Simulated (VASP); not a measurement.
# Ca (P6_3/mmc) in VASP: a series of runs, part 2 of 2

VASP 6.6.1. The steps go on from the part before.

## Step 3: Single point, PBEsol (strain +0.000 along x and y, -0.040 along z)

Input file INCAR:

```
PREC = Accurate
ENCUT = 520
EDIFF = 1E-7
ISMEAR = 0
SIGMA = 0.15
LREAL = False
LASPH = True
NELM = 80
ALGO = Fast
ISIF = 2
LWAVE = False
LCHARG = True
GGA = PS
LELF = True
LVHAR = True
NBANDS = 17
```

Input file KPOINTS:

```
Automatic mesh
0
Gamma
  12 12 8
```

Input file POSCAR:

```
Ca
1.0
    3.9799995206      0.0000000000      0.0000000000
   -1.9899997603      3.4467806919      0.0000000000
    0.0000000000      0.0000000000      6.2592000000
Ca
2
Direct
    0.3333333333      0.6666666667      0.2500000000
    0.6666666667      0.3333333333      0.7500000000
```

Potentials or basis: VASP PAW PBE potentials, release 64 (Ca_sv).

On the command line:

```
$ cat potpaw_PBE.64/Ca_sv/POTCAR > POTCAR
$ mpirun -np 1 vasp_std > vasp.out
```

OUTCAR:

```text
PREC = Accurate
   ENCUT = 520
   EDIFF = 1E-7
   ISMEAR = 0
   LREAL = False
   LASPH = True
   NELM = 80
   ISIF = 2
   GGA = PS

 ion  position               nearest neighbor table
   1  0.333  0.667  0.250-
   2  0.667  0.333  0.750-

  LATTYP: Found a hexagonal cell.
 ALAT       =     3.9799995206
 C/A-ratio  =     1.5726635060

  Lattice vectors:

 A1 = (   3.9799995206,   0.0000000000,   0.0000000000)
 A2 = (  -1.9899997603,   3.4467806919,   0.0000000000)
 A3 = (   0.0000000000,   0.0000000000,   6.2592000000)

Analysis of symmetry for initial positions (statically):
=====================================================================
 Subroutine PRICEL returns:
 Original cell was already a primitive cell.

 Routine SETGRP: Setting up the symmetry group for a
 hexagonal supercell.

 Subroutine GETGRP returns: Found 24 space group operations
 (whereof 12 operations were pure point group operations)
 out of a pool of 24 trial point group operations.

The static configuration has the point symmetry D_3d.
 The point group associated with its full space group is D_6h.

Analysis of symmetry for dynamics (positions and initial velocities):
=====================================================================
 Subroutine PRICEL returns:
 Original cell was already a primitive cell.

 Routine SETGRP: Setting up the symmetry group for a
 hexagonal supercell.

 Subroutine GETGRP returns: Found 24 space group operations
 (whereof 12 operations were pure point group operations)
 out of a pool of 24 trial point group operations.

The dynamic configuration has the point symmetry D_3d.
 The point group associated with its full space group is D_6h.

 Subroutine INISYM returns: Found 24 space group operations
 (whereof 12 operations are pure point group operations),
 and found     1 'primitive' translations

[... 112 lines left out ...]
   IMIX   =      4    mixing-type and parameters
     AMIX     =   0.40;   BMIX     =  1.00
     AMIX_MAG =   1.60;   BMIX_MAG =  1.00
  volume/ion in A,a.u.               =      42.93       289.72
  Fermi-wavevector in a.u.,A,eV,Ry     =   1.007271  1.903466 13.804401  1.014595
  Thomas-Fermi vector in A             =   2.140065
   LORBIT       =      0    0 simple, 1 ext, 2 COOP (PROOUT), +10 PAW based schemes
   GGA     = PS    functional components
   LHFCALC =     F    Hartree Fock is set to
   AEXX    =    0.0000 exact exchange contribution
   IVDW    =     0    specifies the selected vdW correction
   LEPSILON=     F    determine dielectric tensor
   LRPA    =     F    only Hartree local field effects (RPA)
 non-spin polarized calculation
 RMM-DIIS sequential band-by-band and
 Gauss-broadening in eV      SIGMA  =   0.15
  energy-cutoff  :      520.00
  volume of cell :       85.86
 maximum number of plane-waves:      2376
 NGX is ok and might be reduce to    30
   NGX = 15   NGY = 15   NGZ = 23

 number of electron      20.0000003 magnetization

 Free energy of the ion-electron system (eV)
  ---------------------------------------------------
  ext. energy  EPLUGINS =         0.00000000
  ---------------------------------------------------
  free energy    TOTEN  =        -4.25218846 eV

  energy without entropy =       -4.22365897  energy(sigma->0) =       -4.23792372

 E-fermi :   1.8822     XC(G=0):  -7.7547

 val. band max:        1.8811493093   @ k =   0.1667   0.1667   0.0000
 cond. band min:       1.8902664239   @ k =   0.2500   0.0000   0.0000
 fundamental gap:      0.0091171146
 Fermi energy:         1.8822375829

 k-point     1 :       0.0000    0.0000    0.0000
  band No.  band energies     occupation
      1     -40.0457      2.00000
      2     -40.0306      2.00000
      3     -21.1811      2.00000
      4     -21.0645      2.00000
      5     -21.0645      2.00000
      6     -21.0418      2.00000
[... 457 lines left out ...]
      4     -21.1214      2.00000
      5     -21.1112      2.00000
      6     -21.0847      2.00000
[... 9 lines left out ...]
     16       5.1442      0.00000
     17       5.3492      0.00000

 [... further k-points ...]

------------------------ aborting loop because EDIFF is reached ----------------------------------------

  FORCE on cell =-STRESS in cart. coord.  units (eV):
  Direction    XX          YY          ZZ          XY          YZ          ZX
  --------------------------------------------------------------------------------------
  -------------------------------------------------------------------------------------
  Total       -0.6336741     -0.6336741     -0.0006914      0.0000000      0.0000000      0.0000000
  in kB      -11.8239083    -11.8239083     -0.0129018      0.0000000      0.0000000      0.0000000
  external PRESSURE =      -7.8869061 kB  Pullay stress =       0.0000000 kB

 VOLUME and BASIS-vectors are now :
 -----------------------------------------------------------------------------
  energy-cutoff  :      520.00
  volume of cell :       85.86
      direct lattice vectors                 reciprocal lattice vectors
     3.979999521  0.000000000  0.000000000     0.251256312  0.145062899  0.000000000
    -1.989999760  3.446780692  0.000000000     0.000000000  0.290125798  0.000000000
     0.000000000  0.000000000  6.259200000     0.000000000  0.000000000  0.159764826

 POSITION                                       TOTAL-FORCE (eV/Angst)
 -----------------------------------------------------------------------------------
     -0.00000      2.29785      1.56480         0.000000     -0.000000     -0.000000
      1.99000      1.14893      4.69440        -0.000000      0.000000      0.000000
 -----------------------------------------------------------------------------------
    total drift:                               -0.000000      0.000000      0.000000

  FREE ENERGIE OF THE ION-ELECTRON SYSTEM (eV)
  ---------------------------------------------------
  free  energy   TOTEN  =        -4.2521884626 eV

  energy  without entropy=       -4.2236589677  energy(sigma->0) =       -4.23792372
```

Run time: 3.2 min. Hardware: 1 thread of Intel Xeon Platinum 8259CL at 2.50GHz (Skylake/Cascade Lake), shared host; peak memory 0.27 GiB.

What came out:

```yaml
Free_energy: -4.2522 eV
Pressure: -0.8 GPa
Band_gap_on_the_k_mesh: zero (bands 10 and 11 overlap by 0.46 eV)
```

Stress tensor (GPa, compression positive):
```
-1.18  0.00  0.00
 0.00 -1.18  0.00
 0.00  0.00  0.00
```

Levels at points of the mesh, in eV from the Fermi level:
| k point | band 6 | band 7 | band 8 | band 9 | band 10 | band 11 | band 12 | band 13 | band 14 | band 15 |
| --- | --- | --- | --- | --- | --- | --- | --- | --- | --- | --- |
| (0.00, 0.00, 0.00) | -22.92 | -22.92 | -22.92 | -4.06 | -0.94 | -0.07 | 2.20 | 2.20 | 2.38 | 2.55 |
| (0.50, 0.00, 0.00) | -22.98 | -22.96 | -22.94 | -1.22 | -0.78 | 0.23 | 0.33 | 1.40 | 2.00 | 2.04 |
| (0.00, 0.00, 0.50) | -22.94 | -22.94 | -22.94 | -3.00 | -3.00 | 1.48 | 1.48 | 2.16 | 2.16 | 2.16 |
| (0.50, 0.00, 0.50) | -22.96 | -22.95 | -22.95 | -0.73 | -0.73 | 0.04 | 0.04 | 1.47 | 1.47 | 2.72 |

Caveat: the cell differs from its parent crystal (strain +0.000 along x and y, -0.040 along z); the PAW data sets were made with another functional, which shifts forces and pressure a little.

## Step 4: Single point, PBEsol (strain -0.040 along x and y, +0.080 along z)

Input file INCAR:

```
ALGO     = Fast           # electronic algorithm
EDIFF    = 1E-6           # SCF threshold, eV
ENCUT    = 520            # plane-wave cutoff, eV
GGA      = PS             # functional
ISIF     = 2              # what is computed and relaxed
ISMEAR   = 0              # smearing method
LASPH    = True           # aspherical terms in the spheres
LCHARG   = False          # write CHGCAR
LREAL    = False          # projectors in reciprocal space
LWAVE    = False          # write WAVECAR
NBANDS   = 17             # bands
NELM     = 80             # most SCF steps
PREC     = Accurate       # precision mode
SIGMA    = 0.15           # smearing width, eV
```

Input file KPOINTS:

```
k-points
0
Gamma
  12 12 8
```

Input file POSCAR:

```
Ca
1.0
    3.8207995398      0.0000000000      0.0000000000
   -1.9103997699      3.3089094642      0.0000000000
    0.0000000000      0.0000000000      7.0416000000
Ca
2
Direct
    0.3333333333      0.6666666667      0.2500000000
    0.6666666667      0.3333333333      0.7500000000
```

On the command line:

```
$ cat potpaw_PBE.64/Ca_sv/POTCAR > POTCAR
$ mpirun -np 1 vasp_std > vasp.out
```

It took 2.7 min on 1 thread of Intel Xeon Platinum 8259CL at 2.50GHz (Skylake/Cascade Lake), shared host; peak memory 0.27 GiB.

Results (log left out):

- Free energy: -4.1684 eV
- Pressure: -1.2 GPa
- Band gap on the k mesh: zero (bands 10 and 11 overlap by 0.91 eV)

Stress tensor (GPa, compression positive):
```
-0.05  0.00  0.00
 0.00 -0.05  0.00
 0.00  0.00 -3.56
```

Levels at points of the mesh, in eV from the Fermi level:
```tsv
k point	band 8	band 9	band 10	band 11	band 12	band 13
(0.00, 0.00, 0.00)	-22.99	-3.98	-1.47	-0.63	1.72	2.28
(0.50, 0.00, 0.00)	-23.01	-0.93	-0.54	0.20	0.39	1.17
(0.00, 0.00, 0.50)	-23.00	-3.15	-3.15	0.94	0.94	2.31
(0.50, 0.00, 0.50)	-23.02	-0.62	-0.62	0.16	0.16	1.25
```

Caveat: the cell differs from its parent crystal (strain -0.040 along x and y, +0.080 along z); the PAW data sets were made with another functional, which shifts forces and pressure a little.

## Step 5: Overview

```csv
cell,further INCAR settings,gap on the mesh (eV),pressure (GPa)
"a = 3.821, b = 3.821, c = 6.781 Å, angles 90.0, 90.0, 120.0°, 2 atoms",ALGO = Fast; EDIFF = 1e-06; NBANDS = 17,none,-0.8
"a = 3.980, b = 3.980, c = 6.259 Å, angles 90.0, 90.0, 120.0°, 2 atoms",ALGO = Fast; EDIFF = 1e-07; NBANDS = 17,none,-0.8
"a = 3.821, b = 3.821, c = 7.042 Å, angles 90.0, 90.0, 120.0°, 2 atoms",ALGO = Fast; EDIFF = 1e-06; NBANDS = 17,none,-1.2
```

Alike in all rows: task single point; level PBEsol; potentials or basis VASP PAW PBE potentials, release 64 (Ca_sv); no spin polarisation; k mesh 12 × 12 × 8; cutoff (eV) 520; smearing gaussian 0.15 eV.

Caveats: the PAW data sets were made with another functional, which shifts forces and pressure a little.

Absolute energies hang on the potentials; compare differences alone.
